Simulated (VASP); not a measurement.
Input of a VASP 6.6.1 run:

INCAR

```
SYSTEM = W
  PREC = Accurate
  ENCUT = 520
  EDIFF = 1E-6
  ISMEAR = 0
  SIGMA = 0.1
  LREAL = .FALSE.
  LASPH = .TRUE.
  NELM = 60
  ALGO = Normal
  ISIF = 2
  LWAVE = .FALSE.
  LCHARG = .FALSE.
  GGA = PS
  NBANDS = 21
```

Contents of KPOINTS:

```
Automatic mesh
0
G
  16 16 16
  0 0 0
```

The input POSCAR:

```
W
1.0
    3.1543279753      0.0000000000      0.0000000000
    0.0000000000      3.1543279753      0.0000000000
    0.0000000000      0.0000000000      3.1543279753
W
2
Direct
    0.0000000000      0.0000000000      0.0000000000
    0.5000000000      0.5000000000      0.5000000000
```

Potentials or basis: VASP PAW PBE potentials, release 64 (W_sv).

Launch:

```sh
$ cat potpaw_PBE.64/W_sv/POTCAR > POTCAR
$ mpirun -np 1 vasp_std > vasp.out
```

Task: Estimate the pressure.

Result: 0.6 GPa.

Task: Predict the band gap on the k mesh.

Result: Zero (band 14 reaches 12.15 eV, above the bottom of band 15 at 10.88 eV).

Caveat: the PAW data sets were made with another functional, which shifts forces and pressure a little; spin-orbit coupling is left out, which moves the levels of the heavy elements.
